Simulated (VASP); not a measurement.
# SnSe2 (P-3m1) in VASP: further runs, part 2 of 2

VASP 6.6.1. Earlier steps stand in the parts before.

## (3) Single point, PBE (strain -0.015 along x and y, -0.030 along z)

File INCAR:

```
  PREC = Accurate
  ENCUT = 520
  EDIFF = 1E-6
  ISMEAR = 0
  SIGMA = 0.05
  LREAL = False
  LASPH = True
  NELM = 100
  ALGO = Normal
  ISIF = 2
  LWAVE = False
  LCHARG = False
  GGA = PE
  NBANDS = 20
```

File KPOINTS:

```
regular mesh
0
Gamma
  12 12 6
```

File POSCAR:

```
SnSe2
1.0
    3.7538337998      0.0000000000      0.0000000000
   -1.8769168999      3.2509154322      0.0000000000
    0.0000000000      0.0000000000      5.9528900000
Sn Se
1 2
Direct
    0.0000000000      0.0000000000      0.0000000000
    0.3333333333      0.6666666667      0.2500000000
    0.6666666667      0.3333333333      0.7500000000
```

Potentials or basis: VASP PAW PBE potentials, release 64 (Sn_d, Se).

On the command line:

```
$ cat potpaw_PBE.64/Sn_d/POTCAR potpaw_PBE.64/Se/POTCAR > POTCAR
$ mpirun -np 1 vasp_std > vasp.out
```

Run time: 84 s. Hardware: 1 thread of AMD EPYC 9R45 (Zen 5), shared host; peak memory 0.25 GiB.

The run converged. Its results:

| Item | Value |
| --- | --- |
| Free energy | -11.5219 eV |
| Pressure | 11.0 GPa |
| Largest force | 1.475 eV/Å |
| Band gap on the k mesh | 0.70 eV, indirect (least direct gap 1.19 eV) |

Forces in eV/Å, atoms in the order of the input:
```
Sn   0.000  0.000  0.000
Se   0.000  0.000  1.475
Se   0.000  0.000 -1.475
```

Stress tensor (GPa, compression positive):
```
10.30  0.00  0.00
 0.00 10.30  0.00
 0.00  0.00 12.29
```

Levels at points of the mesh, in eV from the valence-band top:
```csv
k point,band 10,band 11,band 12,band 13,band 14,band 15,band 16,band 17
"(0.00, 0.00, 0.00)",-0.93,-0.60,-0.60,0.00,1.19,2.78,4.59,4.59
"(0.50, 0.00, 0.00)",-3.25,-3.08,-1.45,-0.45,1.10,3.71,5.29,5.48
"(0.00, 0.00, 0.50)",-1.03,-1.03,-0.42,-0.42,2.56,2.82,4.26,4.26
"(0.50, 0.00, 0.50)",-2.89,-2.17,-1.06,-0.92,0.90,4.18,4.77,5.70
```

Caveat: the cell differs from its parent crystal (strain -0.015 along x and y, -0.030 along z); spin-orbit coupling is left out, which moves the levels of the heavy elements; this functional lacks dispersion, which binds the layers, so the pressure and a relaxed spacing across them are unreliable; forces of over 1 eV/Å act on the atoms, so gaps and moduli don't describe the material at rest. A k mesh can miss the band edges.

## (4) Single point, PBE (strain -0.030 along x and y, +0.015 along z)

File INCAR:

```
PREC = Accurate ; ENCUT = 520
EDIFF = 1E-6 ; ISMEAR = 0
SIGMA = 0.05 ; LREAL = False
LASPH = True ; NELM = 60
ALGO = Normal ; ISIF = 2
LWAVE = False ; LCHARG = True
GGA = PE ; LELF = True
LVHAR = True ; NBANDS = 20
```

File KPOINTS:

```
Automatic mesh
0
Gamma
  12 12 6
```

File POSCAR:

```
SnSe2
1.0
    3.6966688181      0.0000000000      0.0000000000
   -1.8483344091      3.2014091059      0.0000000000
    0.0000000000      0.0000000000      6.2290550000
Sn Se
1 2
Direct
    0.0000000000      0.0000000000      0.0000000000
    0.3333333333      0.6666666667      0.2500000000
    0.6666666667      0.3333333333      0.7500000000
```

On the command line:

```
$ cat potpaw_PBE.64/Sn_d/POTCAR potpaw_PBE.64/Se/POTCAR > POTCAR
$ mpirun -np 1 vasp_std > vasp.out
```

Wall time 94 s (1 thread of AMD EPYC 9R45 (Zen 5), shared host); peak memory 0.25 GiB.

Results (log left out):

- Free energy: -11.5960 eV
- Pressure: 9.6 GPa
- Largest force: 0.978 eV/Å
- Band gap on the k mesh: 0.71 eV, indirect (least direct gap 1.31 eV)

Forces in eV/Å, atoms in the order of the input:
```
Sn   0.000  0.000  0.000
Se   0.000  0.000  0.978
Se   0.000  0.000 -0.978
```

Stress tensor (GPa, compression positive):
```
10.18  0.00  0.00
 0.00 10.18  0.00
 0.00  0.00  8.53
```

Levels at points of the mesh, in eV from the valence-band top:
```csv
k point,band 10,band 11,band 12,band 13,band 14,band 15,band 16,band 17
"(0.00, 0.00, 0.00)",-0.57,-0.37,-0.23,-0.23,1.47,3.24,4.86,4.86
"(0.50, 0.00, 0.00)",-3.22,-2.67,-1.44,-0.33,1.20,3.83,5.26,5.54
"(0.00, 0.00, 0.50)",-0.65,-0.65,-0.09,-0.09,2.89,3.22,4.62,4.62
"(0.50, 0.00, 0.50)",-2.52,-2.31,-0.98,-0.69,0.74,4.10,4.65,5.50
```

Caveat: the cell differs from its parent crystal (strain -0.030 along x and y, +0.015 along z); spin-orbit coupling is left out, which moves the levels of the heavy elements; this functional lacks dispersion, which binds the layers, so the pressure and a relaxed spacing across them are unreliable. A k mesh can miss the band edges.

## (5) Single point, PBE (strain -0.015 along x and y, -0.015 along z)

File INCAR:

```
PREC = Accurate
ENCUT = 520
EDIFF = 1E-6
ISMEAR = 0
SIGMA = 0.05
LREAL = F
LASPH = T
NELM = 100
ALGO = Normal
ISIF = 2
LWAVE = F
LCHARG = T
GGA = PE
LELF = T
LVHAR = T
NBANDS = 20
```

File KPOINTS:

```
regular mesh
0
Gamma
  12 12 6
```

File POSCAR:

```
SnSe2
1.0
    3.7538337998      0.0000000000      0.0000000000
   -1.8769168999      3.2509154322      0.0000000000
    0.0000000000      0.0000000000      6.0449450000
Sn Se
1 2
Direct
    0.0000000000      0.0000000000      0.0000000000
    0.3333333333      0.6666666667      0.2500000000
    0.6666666667      0.3333333333      0.7500000000
```

On the command line:

```
$ cat potpaw_PBE.64/Sn_d/POTCAR potpaw_PBE.64/Se/POTCAR > POTCAR
$ mpirun -np 1 vasp_std > vasp.out
```

Wall time 82 s (1 thread of AMD EPYC 9R45 (Zen 5), shared host); peak memory 0.25 GiB.

Results (log left out):

* Free energy: -11.6011 eV
* Pressure: 9.4 GPa
* Largest force: 1.223 eV/Å
* Band gap on the k mesh: 0.76 eV, indirect (least direct gap 1.30 eV)

Forces in eV/Å, atoms in the order of the input:
```
Sn   0.000  0.000  0.000
Se   0.000  0.000  1.223
Se   0.000  0.000 -1.223
```

Stress tensor (GPa, compression positive):
```
 9.03  0.00  0.00
 0.00  9.03  0.00
 0.00  0.00 10.26
```

Levels at points of the mesh, in eV from the valence-band top:
| k point | band 9 | band 10 | band 11 | band 12 | band 13 | band 14 | band 15 | band 16 | band 17 | band 18 |
| --- | --- | --- | --- | --- | --- | --- | --- | --- | --- | --- |
| (0.00, 0.00, 0.00) | -0.77 | -0.77 | -0.45 | -0.45 | -0.03 | 1.27 | 2.95 | 4.70 | 4.70 | 8.14 |
| (0.50, 0.00, 0.00) | -4.76 | -3.14 | -2.87 | -1.36 | -0.36 | 1.18 | 3.79 | 5.35 | 5.53 | 7.45 |
| (0.00, 0.00, 0.50) | -2.27 | -0.87 | -0.87 | -0.28 | -0.28 | 2.64 | 2.96 | 4.40 | 4.40 | 8.19 |
| (0.50, 0.00, 0.50) | -5.25 | -2.69 | -2.12 | -0.95 | -0.79 | 0.89 | 4.23 | 4.78 | 5.72 | 6.51 |

Caveat: the cell differs from its parent crystal (strain -0.015 along x and y, -0.015 along z); spin-orbit coupling is left out, which moves the levels of the heavy elements; this functional lacks dispersion, which binds the layers, so the pressure and a relaxed spacing across them are unreliable; forces of over 1 eV/Å act on the atoms, so gaps and moduli don't describe the material at rest. A k mesh can miss the band edges.

## (6) Single point, PBE (strain -0.030 along x and y, +0.030 along z)

File INCAR:

```
ALGO = Normal ; EDIFF = 1E-6
ENCUT = 520 ; GGA = PE
ISIF = 2 ; ISMEAR = 0
LASPH = T ; LCHARG = F
LREAL = F ; LWAVE = F
NBANDS = 20 ; NELM = 60
PREC = Accurate ; SIGMA = 0.05
```

File KPOINTS:

```
k-points
0
Gamma
  12 12 6
```

File POSCAR:

```
SnSe2
1.0
    3.6966688181      0.0000000000      0.0000000000
   -1.8483344091      3.2014091059      0.0000000000
    0.0000000000      0.0000000000      6.3211100000
Sn Se
1 2
Direct
    0.0000000000      0.0000000000      0.0000000000
    0.3333333333      0.6666666667      0.2500000000
    0.6666666667      0.3333333333      0.7500000000
```

Potentials or basis: VASP PAW PBE potentials, release 64 (Sn_d, Se).

On the command line:

```
$ cat potpaw_PBE.64/Sn_d/POTCAR potpaw_PBE.64/Se/POTCAR > POTCAR
$ mpirun -np 1 vasp_std > vasp.out
```

Run time: 72 s. Hardware: 1 thread of AMD EPYC 9R45 (Zen 5), shared host; peak memory 0.26 GiB.

It converged, with:

```yaml
Free_energy: -11.6472 eV
Pressure: 8.2 GPa
Largest_force: 0.719 eV/Å
Band_gap_on_the_k_mesh: 0.63 eV, indirect (least direct gap 1.23 eV)
```

Forces on the atoms (eV/Å):
```
Sn   0.000  0.000  0.000
Se   0.000  0.000  0.719
Se   0.000  0.000 -0.719
```

Stress tensor (GPa, compression positive):
```
9.12 0.00 0.00
0.00 9.12 0.00
0.00 0.00 6.49
```

Levels at points of the mesh, in eV from the valence-band top:
| k point | band 9 | band 10 | band 11 | band 12 | band 13 | band 14 | band 15 | band 16 | band 17 | band 18 |
| --- | --- | --- | --- | --- | --- | --- | --- | --- | --- | --- |
| (0.00, 0.00, 0.00) | -0.53 | -0.53 | -0.52 | -0.20 | -0.20 | 1.40 | 3.28 | 4.85 | 4.85 | 7.66 |
| (0.50, 0.00, 0.00) | -4.87 | -3.23 | -2.59 | -1.48 | -0.35 | 1.15 | 3.78 | 5.20 | 5.47 | 6.63 |
| (0.00, 0.00, 0.50) | -2.50 | -0.61 | -0.61 | -0.07 | -0.07 | 2.84 | 3.24 | 4.64 | 4.64 | 8.00 |
| (0.50, 0.00, 0.50) | -5.24 | -2.45 | -2.38 | -1.02 | -0.68 | 0.64 | 4.00 | 4.60 | 5.43 | 6.23 |

Caveat: the cell differs from its parent crystal (strain -0.030 along x and y, +0.030 along z); spin-orbit coupling is left out, which moves the levels of the heavy elements; this functional lacks dispersion, which binds the layers, so the pressure and a relaxed spacing across them are unreliable.

## (7) The runs side by side

```tsv
cell	gap on the mesh (eV)	pressure (GPa)	largest force (eV/Å)
a = 3.697, b = 3.697, c = 6.137 Å, angles 90.0, 90.0, 120.0°, 3 atoms	0.78	11.1	1.24
a = 3.754, b = 3.754, c = 5.953 Å, angles 90.0, 90.0, 120.0°, 3 atoms	0.70	11.0	1.47
a = 3.697, b = 3.697, c = 6.229 Å, angles 90.0, 90.0, 120.0°, 3 atoms	0.71	9.6	0.98
a = 3.754, b = 3.754, c = 6.045 Å, angles 90.0, 90.0, 120.0°, 3 atoms	0.76	9.4	1.22
a = 3.697, b = 3.697, c = 6.321 Å, angles 90.0, 90.0, 120.0°, 3 atoms	0.63	8.2	0.72
```

Alike in all rows: task single point; level PBE; potentials or basis VASP PAW PBE potentials, release 64 (Sn_d, Se); no spin polarisation; k mesh 12 × 12 × 6; cutoff (eV) 520; smearing gaussian 0.05 eV.

Caveats: spin-orbit coupling is left out, which moves the levels of the heavy elements; this functional lacks dispersion, which binds the layers, so the pressure and a relaxed spacing across them are unreliable; forces of over 1 eV/Å act on the atoms, so gaps and moduli don't describe the material at rest (some runs).

Absolute energies hang on the potentials; compare differences alone.
